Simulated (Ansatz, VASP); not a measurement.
**Two plane-wave programs on Fe**

```
Fe
1.0
    -1.41354    1.41354    1.41354
     1.41354   -1.41354    1.41354
     1.41354    1.41354   -1.41354
Fe
1
Direct
  0.00000 0.00000 0.00000
```

Alike in both runs: task single point; functional PBEsol; dispersion D3(BJ); k mesh 13 × 13 × 13; occupations methfessel-paxton of order 1, width 0.1 eV; collinear spin.

|  | VASP | Ansatz |
| --- | --- | --- |
| version | VASP 6.6.1 | Ansatz 0.2.0 |
| potentials or method | VASP PAW PBE potentials, release 64 (Fe) | SSSP efficiency PAW |
| plane-wave cutoff (eV) | 520 | 1225 |
| valence electrons in the cell | 8 | 16 |

|  | VASP | Ansatz | Ansatz less VASP |
| --- | --- | --- | --- |
| gap on the k mesh at the Fermi level (eV) | none | none | - |
| pressure (GPa) | -14.3 | -13.4 | +0.94 |
| net moment per atom (μB) | 2.13 | 2.12 | -0.009 |
| size of the moment on the site where the two differ most (μB) | 2.12 | 2.16 | +0.036 |

VASP's potentials were made for PBE, not for PBEsol. Site moments also hang on the region over which each program counts them. A gap of «none» marks a metal or a gap that the smearing closes. VASP's potentials hold 8 valence electrons a cell and Ansatz's 16, so a difference there can come from the potentials and not from the codes.
